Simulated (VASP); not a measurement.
Here is a VASP 6.6.1 calculation.

File INCAR:

```
  ALGO = Normal
  EDIFF = 1E-6
  ENCUT = 600
  GGA = PS
  GGA_COMPAT = False
  ISIF = 2
  ISMEAR = 0
  LASPH = True
  LCHARG = False
  LREAL = False
  LWAVE = False
  NBANDS = 16
  NELM = 120
  PREC = Accurate
  SIGMA = 0.02
```

KPOINTS

```
k-points
0
Gamma
  9 9 6
```

File POSCAR:

```
BN
1.0
    2.5406380461      0.0000000000      0.0000000000
   -1.2703190231      2.2002570898      0.0000000000
    0.0000000000      0.0000000000      4.2026940542
B N
2 2
Direct
    0.3333333333      0.6666666667     -0.0002377689
    0.6666666667      0.3333333333      0.4997622311
    0.3333333333      0.6666666667      0.3742377689
    0.6666666667      0.3333333333      0.8742377689
```

Potentials or basis: VASP PAW PBE potentials, release 64 (B, N).

The run is started by

```bash
$ cat potpaw_PBE.64/B/POTCAR potpaw_PBE.64/N/POTCAR > POTCAR
$ mpirun -np 1 vasp_std > vasp.out
```

Problem. What does it give for the band gap on the k mesh?

Solution. 4.95 eV, indirect (least direct gap 8.21 eV).

Problem. Estimate the largest force.

Solution. 0.004 eV/Å.

Problem. Estimate the pressure.

Solution. 0.5 GPa.

Forces in eV/Å, atoms in the order of the input:
```
B    0.000  0.000  0.004
B    0.000  0.000  0.004
N    0.000  0.000 -0.004
N    0.000  0.000 -0.004
```

Caveat: the PAW data sets were made with another functional, which shifts forces and pressure a little. A hybrid or GW would open this gap; PBEsol tends to underestimate it.
